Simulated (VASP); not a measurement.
# Sc in VASP: further runs

Sc is run at these levels: PBEsol; tasks: single point.

Program: VASP 6.6.1. These are calculated values, not measurements. Logs are shortened: lines on timing, memory, paths and dates and some standing lists are left out, and cuts for length are marked.

**1. The cell of the first run**

The typed cell holds 1 atom: a = 3.202 Å, b = 3.216 Å, c = 3.226 Å, α = 61.44°, β = 61.31°, γ = 62.16°.

**2. Single point, PBEsol**

Input file INCAR:

```
SYSTEM = Sc
PREC = Accurate ; ENCUT = 520
EDIFF = 1E-7 ; ISMEAR = 0
SIGMA = 0.1 ; LREAL = .False.
LASPH = .True. ; NELM = 100
ALGO = Normal ; ISIF = 2
LWAVE = .False. ; LCHARG = .False.
GGA = PS ; NBANDS = 12
```

Input file KPOINTS:

```
regular mesh
0
Gamma
  6 6 6
  0 0 0
```

Input file POSCAR:

```
Sc
1.0
    3.2019616822      0.0000000000      0.0000000000
    1.5021078373      2.8441406042      0.0000000000
    1.5489936237      0.9264468030      2.6741812389
Sc
1
Direct
    0.0000000000      0.0000000000      0.0000000000
```

Potentials or basis: VASP PAW PBE potentials, release 64 (Sc_sv).

Started as:

```
$ cat potpaw_PBE.64/Sc_sv/POTCAR > POTCAR
$ mpirun -np 1 vasp_std > vasp.out
```

OUTCAR:

```text
SYSTEM = Sc
   PREC = Accurate
   ENCUT = 520
   EDIFF = 1E-7
   ISMEAR = 0
   LREAL = .False.
   LASPH = .True.
   NELM = 100
   ISIF = 2
   GGA = PS

 ion  position               nearest neighbor table
   1  0.000  0.000  0.000-

  LATTYP: Found a triclinic cell.
 ALAT       =     5.5387539049
 B/A-ratio  =     0.5824933604
 C/A-ratio  =     0.5982217248
 COS(alpha) =     0.0001760715
 COS(beta)  =     0.3017446046
 COS(gamma) =     0.8601547047

  Lattice vectors:

 A1 = (  -3.0511014610,  -3.7705874072,  -2.6741812389)
 A2 = (  -1.5489936237,  -0.9264468030,  -2.6741812389)
 A3 = (   1.6998538449,  -2.8441406042,   0.0000000000)

Analysis of symmetry for initial positions (statically):
=====================================================================
 Subroutine PRICEL returns:
 Original cell was already a primitive cell.

 Routine SETGRP: Setting up the symmetry group for a
 triclinic supercell.

 Subroutine GETGRP returns: Found  2 space group operations
 (whereof  2 operations were pure point group operations)
 out of a pool of  2 trial point group operations.

The static configuration has the point symmetry S_2 .

Analysis of symmetry for dynamics (positions and initial velocities):
=====================================================================
 Subroutine PRICEL returns:
 Original cell was already a primitive cell.

 Routine SETGRP: Setting up the symmetry group for a
 triclinic supercell.

 Subroutine GETGRP returns: Found  2 space group operations
 (whereof  2 operations were pure point group operations)
 out of a pool of  2 trial point group operations.

The dynamic configuration has the point symmetry S_2 .

 Subroutine INISYM returns: Found  2 space group operations
 (whereof  2 operations are pure point group operations),
 and found     1 'primitive' translations

----------------------------------------------------------------------------------------

                                     Primitive cell

  volume of cell :      24.3533

  direct lattice vectors                    reciprocal lattice vectors
     3.201961682  0.000000000  0.000000000     0.312308547 -0.164943011 -0.123758636
     1.502107837  2.844140604  0.000000000     0.000000000  0.351600058 -0.121808778
     1.548993624  0.926446803  2.674181239     0.000000000  0.000000000  0.373946233

  length of vectors
     3.201961682  3.216436496  3.226287375     0.374244606  0.372102108  0.373946233

  position of ions in fractional coordinates (direct lattice)
     0.000000000  0.000000000  0.000000000

  ion indices of the primitive-cell ions
   primitive index   ion index
                 1           1

----------------------------------------------------------------------------------------

 KPOINTS: regular mesh

Automatic generation of k-mesh.
 Grid dimensions read from file:
 generate k-points for:    6    6    6

 Generating k-lattice:

  Cartesian coordinates                     Fractional coordinates (reciprocal lattice)
     0.052051424 -0.027490502 -0.020626439     0.166666667  0.000000000  0.000000000
     0.000000000  0.058600010 -0.020301463     0.000000000  0.166666667  0.000000000
     0.000000000  0.000000000  0.062324372     0.000000000  0.000000000  0.166666667

  Length of vectors
     0.062374101  0.062017018  0.062324372

  Shift w.r.t. Gamma in fractional coordinates (k-lattice)
     0.000000000  0.000000000  0.000000000

 Subroutine IBZKPT returns following result:
 ===========================================

 Found    112 irreducible k-points:

 Following reciprocal coordinates:
            Coordinates               Weight
  0.000000  0.000000  0.000000      1.000000
  0.166667  0.000000 -0.000000      2.000000
  0.333333  0.000000  0.000000      2.000000
  0.500000  0.000000  0.000000      1.000000
  0.000000  0.166667 -0.000000      2.000000
  0.166667  0.166667 -0.000000      2.000000
[... 16 lines left out ...]
  0.333333  0.000000  0.166667      2.000000
  0.500000  0.000000  0.166667      2.000000
 [... further k-points ...]
   k-points           NKPTS =    112   k-points in BZ     NKDIM =    112   number of bands    NBANDS=     12
   number of dos      NEDOS =    301   number of ions     NIONS =      1
   total plane-waves  NPLWV =  13824
   dimension x,y,z NGX =    24 NGY =   24 NGZ =   24
   dimension x,y,z NGXF=    48 NGYF=   48 NGZF=   48
   ions per type =               1
   NGX,Y,Z   is equivalent  to a cutoff of  12.46, 12.40, 12.37 a.u.
   NGXF,Y,Z  is equivalent  to a cutoff of  24.92, 24.81, 24.73 a.u.
 SYSTEM =  Sc
   PREC   = accura    normal or accurate (medium, high low for compatibility)
   ISTART =      0    job   : 0-new  1-cont  2-samecut
   ICHARG =      2    charge: 1-file 2-atom 10-const
   ISPIN  =      1    spin polarized calculation?
   LNONCOLLINEAR =      F non collinear calculations
   LSORBIT =      F    spin-orbit coupling
   LASPH  =      T    aspherical Exc in radial PAW
   ENCUT  =  520.0 eV  38.22 Ry    6.18 a.u.   5.95  5.98  6.00*2*pi/ulx,y,z
   NELM   =    100;   NELMIN=  2; NELMDL= -5     # of ELM steps
   EDIFF  = 0.1E-06   stopping-criterion for ELM
   LREAL  =      F    real-space projection
   EDIFFG = 0.1E-05   stopping-criterion for IOM
   NSW    =      0    number of steps for IOM
   IBRION =     -1    ionic relax: 0-MD 1-quasi-New 2-CG
   NFREE  =      0    steps in history (QN), initial steepest desc. (CG)
   ISIF   =      2    stress and relaxation
   ISYM   =      2    0-nonsym 1-usesym 2-fastsym
   POTIM  = 0.5000    time-step for ionic-motion
   TEBEG  =    0.0;   TEEND  =   0.0 temperature during run
   PSTRESS=    0.0 pullay stress
   NELECT =      11.0000    total number of electrons
   NUPDOWN=      -1.0000    fix difference up-down
   EMIN   =  10.00;   EMAX   =-10.00  energy-range for DOS
   EFERMI =   0.00;   METHOD = LEGACY
   ISMEAR =     0;   SIGMA  =   0.10  broadening in eV -4-tet -1-fermi 0-gaus
   EFERMI_NEDOS =   21; number of points for ismear=-14 and -15
   IALGO  =     38    algorithm
   IMIX   =      4    mixing-type and parameters
     AMIX     =   0.40;   BMIX     =  1.00
     AMIX_MAG =   1.60;   BMIX_MAG =  1.00
  volume/ion in A,a.u.               =      24.35       164.34
  Fermi-wavevector in a.u.,A,eV,Ry     =   1.256087  2.373660 21.466653  1.577755
  Thomas-Fermi vector in A             =   2.389812
   LORBIT       =      0    0 simple, 1 ext, 2 COOP (PROOUT), +10 PAW based schemes
   GGA     = PS    functional components
   LHFCALC =     F    Hartree Fock is set to
   AEXX    =    0.0000 exact exchange contribution
   IVDW    =     0    specifies the selected vdW correction
   LEPSILON=     F    determine dielectric tensor
   LRPA    =     F    only Hartree local field effects (RPA)
 non-spin polarized calculation
 Gauss-broadening in eV      SIGMA  =   0.10
  energy-cutoff  :      520.00
  volume of cell :       24.35
 maximum number of plane-waves:       667
   NGX = 11   NGY = 11   NGZ = 11

 number of electron      11.0000001 magnetization

 Free energy of the ion-electron system (eV)
  ---------------------------------------------------
  ext. energy  EPLUGINS =         0.00000000
  ---------------------------------------------------
  free energy    TOTEN  =        -6.56370359 eV

  energy without entropy =       -6.55551745  energy(sigma->0) =       -6.55961052

 E-fermi :   3.6931     XC(G=0): -10.0378

 val. band max:        3.6043100474   @ k =  -0.3333   0.1667   0.1667
 cond. band min:       3.7009943995   @ k =   0.5000   0.3333   0.1667
 fundamental gap:      0.0966843522
 Fermi energy:         3.6930513121

 k-point     1 :       0.0000    0.0000    0.0000
  band No.  band energies     occupation
      1     -45.5015      2.00000
      2     -24.0031      2.00000
      3     -23.9995      2.00000
      4     -23.9833      2.00000
      5      -1.5157      2.00000
      6       5.1300      0.00000
      7       5.2118      0.00000
      8       5.5046      0.00000
      9       6.6489      0.00000
     10       6.7544      0.00000
     11      16.2663      0.00000
     12      19.2887      0.00000

 k-point     2 :       0.1667    0.0000   -0.0000
  band No.  band energies     occupation
      1     -45.4860      2.00000
      2     -24.1033      2.00000
      3     -24.0135      2.00000
      4     -24.0009      2.00000
      5      -0.8342      2.00000
      6       4.7790      0.00000
      7       5.3393      0.00000
      8       5.6450      0.00000
      9       6.5823      0.00000
     10       6.6491      0.00000
     11      15.8847      0.00000
     12      17.1417      0.00000

 k-point     3 :       0.3333    0.0000    0.0000
  band No.  band energies     occupation
      1     -45.4549      2.00000
      2     -24.3103      2.00000
      3     -24.0350      2.00000
      4     -24.0303      2.00000
      5       0.8247      2.00000
      6       4.0907      0.00000
      7       5.2229      0.00000
      8       5.5246      0.00000
      9       7.0460      0.00000
     10       7.1673      0.00000
     11      12.3463      0.00000
     12      16.3980      0.00000
[... 286 lines left out ...]
 k-point    23 :       0.3333    0.0000    0.1667
  band No.  band energies     occupation
      1     -45.4542      2.00000
      2     -24.2552      2.00000
      3     -24.0677      2.00000
      4     -24.0561      2.00000
      5       0.7365      2.00000
      6       3.9973      0.00002
      7       5.0650      0.00000
      8       5.9822      0.00000
      9       6.6653      0.00000
     10       7.3063      0.00000
     11      13.7134      0.00000
     12      16.6907      0.00000

 k-point    24 :       0.5000    0.0000    0.1667
  band No.  band energies     occupation
      1     -45.4338      2.00000
      2     -24.3719      2.00000
      3     -24.1097      2.00000
      4     -24.0646      2.00000
      5       2.2675      2.00000
      6       3.5463      1.96199
      7       4.7253      0.00000
      8       5.7500      0.00000
      9       7.6093      0.00000
     10       8.0282      0.00000
     11      10.6017      0.00000
     12      15.3399      0.00000

 [... further k-points ...]

------------------------ aborting loop because EDIFF is reached ----------------------------------------

  FORCE on cell =-STRESS in cart. coord.  units (eV):
  Direction    XX          YY          ZZ          XY          YZ          ZX
  --------------------------------------------------------------------------------------
  -------------------------------------------------------------------------------------
  Total       -0.0849154     -0.3274245     -0.3026814      0.1475321      0.0750423      0.0781871
  in kB       -5.5864887    -21.5408970    -19.9130743      9.7059761      4.9369509      5.1438394
  external PRESSURE =     -15.6801534 kB  Pullay stress =       0.0000000 kB

 VOLUME and BASIS-vectors are now :
 -----------------------------------------------------------------------------
  energy-cutoff  :      520.00
  volume of cell :       24.35
      direct lattice vectors                 reciprocal lattice vectors
     3.201961682  0.000000000  0.000000000     0.312308547 -0.164943011 -0.123758636
     1.502107837  2.844140604  0.000000000     0.000000000  0.351600058 -0.121808778
     1.548993624  0.926446803  2.674181239     0.000000000  0.000000000  0.373946233

 POSITION                                       TOTAL-FORCE (eV/Angst)
 -----------------------------------------------------------------------------------
      0.00000      0.00000      0.00000        -0.000000      0.000000      0.000000
 -----------------------------------------------------------------------------------
    total drift:                               -0.000000     -0.000000     -0.000000

  FREE ENERGIE OF THE ION-ELECTRON SYSTEM (eV)
  ---------------------------------------------------
  free  energy   TOTEN  =        -6.5637035879 eV

  energy  without entropy=       -6.5555174454  energy(sigma->0) =       -6.55961052
```

Wall time 12 s (1 thread of Intel Xeon Platinum 8488C (Sapphire Rapids), shared host); peak memory 0.16 GiB.

Results:

| Item | Value |
| --- | --- |
| Free energy | -6.5637 eV |
| Pressure | -1.6 GPa |

Caveat: the k points lie up to 0.39 Å⁻¹ apart; the PAW data sets were made with another functional, which shifts forces and pressure a little.

**3. Single point, PBEsol**

This run uses another cell than the first one, of 12.31 Å³/atom, 0.505 times its volume.

Input file INCAR:

```
ALGO     = Normal         # electronic algorithm
EDIFF    = 1E-6           # SCF threshold, eV
ENCUT    = 520            # plane-wave cutoff, eV
GGA      = PS             # functional
ISIF     = 2              # what is computed and relaxed
ISMEAR   = 0              # smearing method
LASPH    = T              # aspherical terms in the spheres
LCHARG   = F              # write CHGCAR
LREAL    = F              # projectors in reciprocal space
LWAVE    = F              # write WAVECAR
NBANDS   = 12             # bands
NELM     = 60             # most SCF steps
PREC     = Accurate       # precision mode
SIGMA    = 0.1            # smearing width, eV
```

Input file KPOINTS:

```
k-points
0
Gamma
  18 18 18
```

Input file POSCAR:

```
Sc
1.0
    2.5912040215      0.0455545754      0.0096325491
    1.2560460827      2.2668620772      0.0138147658
    1.2747950053      0.7622403697      2.1238546426
Sc
1
Direct
    0.0000000000      0.0000000000      0.0000000000
```

Potentials or basis: VASP PAW PBE potentials, release 64 (Sc_sv).

Started as:

```
$ cat potpaw_PBE.64/Sc_sv/POTCAR > POTCAR
$ mpirun -np 1 vasp_std > vasp.out
```

Run time: 43 s. Hardware: 1 thread of Intel Xeon Platinum 8259CL at 2.50GHz (Skylake/Cascade Lake), shared host; peak memory 0.18 GiB.

It converged, with:

```yaml
Free_energy: -4.4483 eV
Pressure: 91.2 GPa
```

Levels at points of the mesh, in eV from the Fermi level:
```csv
k point,band 2,band 3,band 4,band 5,band 6,band 7,band 8,band 9
"(0.00, 0.00, 0.00)",-25.19,-25.19,-25.19,-4.97,2.27,2.27,2.27,5.50
"(0.50, 0.00, 0.00)",-28.35,-25.55,-25.55,-2.65,1.93,1.93,3.94,7.70
"(0.50, 0.50, 0.00)",-28.07,-26.24,-26.24,-3.75,-2.46,7.25,7.70,8.31
"(0.50, 0.00, 0.50)",-28.07,-26.24,-26.24,-3.75,-2.46,7.25,7.70,8.31
```

Caveat: the PAW data sets were made with another functional, which shifts forces and pressure a little.

**4. Single point, PBEsol**

This run uses another cell than the first one, of 14.87 Å³/atom, 0.611 times its volume.

Input file INCAR:

```
PREC = Accurate ; ENCUT = 520
EDIFF = 1E-6 ; ISMEAR = 0
SIGMA = 0.1 ; LREAL = False
LASPH = True ; NELM = 60
ALGO = Fast ; ISIF = 2
LWAVE = False ; LCHARG = False
GGA = PS ; NBANDS = 12
```

Input file KPOINTS:

```
regular mesh
0
Gamma
  18 18 18
```

Input file POSCAR:

```
Sc
1.0
    2.7600072126      0.0484969506      0.0102954786
    1.3378485684      2.4145478674      0.0147502142
    1.3578623800      0.8119089879      2.2622478969
Sc
1
Direct
    0.0000000000      0.0000000000      0.0000000000
```

Potentials or basis: VASP PAW PBE potentials, release 64 (Sc_sv).

Started as:

```
$ cat potpaw_PBE.64/Sc_sv/POTCAR > POTCAR
$ mpirun -np 1 vasp_std > vasp.out
```

OUTCAR:

```text
PREC = Accurate
   ENCUT = 520
   EDIFF = 1E-6
   ISMEAR = 0
   LREAL = False
   LASPH = True
   NELM = 60
   ISIF = 2
   GGA = PS

 ion  position               nearest neighbor table
   1  0.000  0.000  0.000-

  LATTYP: Found a body centered tetragonal cell.
 ALAT       =     2.7605709545
 C/A-ratio  =     1.4140921490

  Lattice vectors:

 A1 = (  -2.7600072126,  -0.0484969506,  -0.0102954786)
 A2 = (   0.0200138116,  -1.6026388795,   2.2474976827)
 A3 = (   1.3378485684,   2.4145478674,   0.0147502142)

Analysis of symmetry for initial positions (statically):
=====================================================================
 Subroutine PRICEL returns:
 Original cell was already a primitive cell.

 Routine SETGRP: Setting up the symmetry group for a
 body centered tetragonal supercell.

 Subroutine GETGRP returns: Found 16 space group operations
 (whereof 16 operations were pure point group operations)
 out of a pool of 16 trial point group operations.

The static configuration has the point symmetry D_4h.

Analysis of symmetry for dynamics (positions and initial velocities):
[... 171 lines left out ...]
      4     -18.8295      2.00000
      5       1.6134      2.00000
      6       9.2664      0.00000
      7       9.2664      0.00000
      8       9.2673      0.00000
      9      11.8732      0.00000
     10      11.8745      0.00000
     11      22.7646      0.00000
     12      28.4209      0.00000
[... 331 lines left out ...]
 k-point    24 :      -0.2222    0.0556   -0.0000
  band No.  band energies     occupation
      1     -40.9191      2.00000
      2     -19.7836      2.00000
      3     -19.0015      2.00000
      4     -18.9161      2.00000
      5       3.7001      2.00000
      6       8.0670      0.00000
      7       9.5781      0.00000
      8       9.7320      0.00000
      9      11.4643      0.00000
     10      12.2825      0.00000
     11      22.8716      0.00000
     12      24.8202      0.00000

 [... further k-points ...]

------------------------ aborting loop because EDIFF is reached ----------------------------------------

  FORCE on cell =-STRESS in cart. coord.  units (eV):
  Direction    XX          YY          ZZ          XY          YZ          ZX
  --------------------------------------------------------------------------------------
  -------------------------------------------------------------------------------------
  Total        4.6872887      4.6871802      4.6872319      0.0001027     -0.0000838     -0.0001391
  in kB      504.8796063    504.8679168    504.8734881      0.0110606     -0.0090310     -0.0149866
  external PRESSURE =     504.8736704 kB  Pullay stress =       0.0000000 kB

 VOLUME and BASIS-vectors are now :
 -----------------------------------------------------------------------------
  energy-cutoff  :      520.00
  volume of cell :       14.87
      direct lattice vectors                 reciprocal lattice vectors
     2.760007213  0.048496951  0.010295479     0.366419300 -0.202124571 -0.147393319
     1.337848568  2.414547867  0.014750214    -0.006813852  0.418824888 -0.146224213
     1.357862380  0.811908988  2.262247897    -0.001623145 -0.001810937  0.443662396

 POSITION                                       TOTAL-FORCE (eV/Angst)
 -----------------------------------------------------------------------------------
      0.00000      0.00000      0.00000        -0.000000     -0.000000      0.000000
 -----------------------------------------------------------------------------------
    total drift:                               -0.000000     -0.000000      0.000000

  FREE ENERGIE OF THE ION-ELECTRON SYSTEM (eV)
  ---------------------------------------------------
  free  energy   TOTEN  =        -5.5578090863 eV

  energy  without entropy=       -5.5528925609  energy(sigma->0) =       -5.55535082
```

OSZICAR:

```text
N       E                     dE             d eps       ncg     rms          rms(c)
DAV:   1     0.677809481572E+02    0.67781E+02   -0.51771E+03 11704   0.987E+02
DAV:   2    -0.487548762476E+01   -0.72656E+02   -0.70527E+02 11524   0.281E+02
DAV:   3    -0.593165933216E+01   -0.10562E+01   -0.10436E+01 13988   0.469E+01
DAV:   4    -0.594417728438E+01   -0.12518E-01   -0.12515E-01 14408   0.402E+00
DAV:   5    -0.594434023306E+01   -0.16295E-03   -0.16295E-03 15352   0.453E-01    0.116E+01
RMM:   6    -0.561324692111E+01    0.33109E+00   -0.29150E-01 12508   0.776E+00    0.463E+00
RMM:   7    -0.555858082071E+01    0.54666E-01   -0.24862E-01 14785   0.534E+00    0.510E-01
RMM:   8    -0.555771553111E+01    0.86529E-03   -0.31636E-02 14952   0.177E+00    0.471E-01
RMM:   9    -0.555787360252E+01   -0.15807E-03   -0.24648E-03 16790   0.460E-01    0.495E-02
RMM:  10    -0.555780331101E+01    0.70292E-04   -0.26971E-04 14459   0.252E-01    0.160E-02
RMM:  11    -0.555780966034E+01   -0.63493E-05   -0.57164E-05 15583   0.795E-02    0.488E-03
RMM:  12    -0.555780908628E+01    0.57406E-06   -0.54242E-06 12142   0.351E-02
   1 F= -.55578091E+01 E0= -.55553508E+01  d E =-.491653E-02
```

It took 60 s on 1 thread of Intel Xeon Platinum 8259CL at 2.50GHz (Skylake/Cascade Lake), shared host; peak memory 0.2 GiB.

What came out:

```
Free energy : -5.5578 eV
Pressure    : 50.5 GPa
```

Caveat: the PAW data sets were made with another functional, which shifts forces and pressure a little.

[end of part 1 of 2]
